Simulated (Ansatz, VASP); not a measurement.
Two plane-wave programs on TaSi2

```
Ta Si
1.0
     4.59143    0.00000    0.00000
    -2.29571    3.97629    0.00000
     0.00000    0.00000    5.04820
Ta Si
2 4
Direct
  0.33333 0.66667 0.25000
  0.66667 0.33333 0.75000
  0.33333 0.66667 0.75000
  0.66667 0.33333 0.25000
  0.00000 0.00000 0.00000
  0.00000 0.00000 0.50000
```

Change from the starting cell: species swapped into the Gd2In type (P6_3/mmc, No. 194).

Alike in both runs: functional PBE; k mesh 12 × 12 × 8; occupations gaussian, width 0.1 eV; no spin polarisation.

Ansatz relaxed the structure, and its values are those at the end. VASP's run is a single point on that final structure, the one shown.

```csv
,VASP,Ansatz
version,VASP 6.6.1,Ansatz 0.2.0
potentials or method,"VASP PAW PBE potentials, release 64 (Ta_pv, Si), cutoff 520 eV","scalar-relativistic, plane waves, PAW"
valence electrons in the cell,38,42
```

```tsv
	VASP	Ansatz	Ansatz less VASP
gap on the k mesh at the Fermi level (eV)	none	none	-
pressure (GPa)	0.1	0.0	-0.08
```

A gap of «none» marks a metal or a gap that the smearing closes. With one functional, cell and mesh, what is left measures potentials, basis and numerics. VASP's potentials hold 38 valence electrons a cell and Ansatz's 42, so a difference there can come from the potentials and not from the codes.

Neither program's run includes spin-orbit coupling.
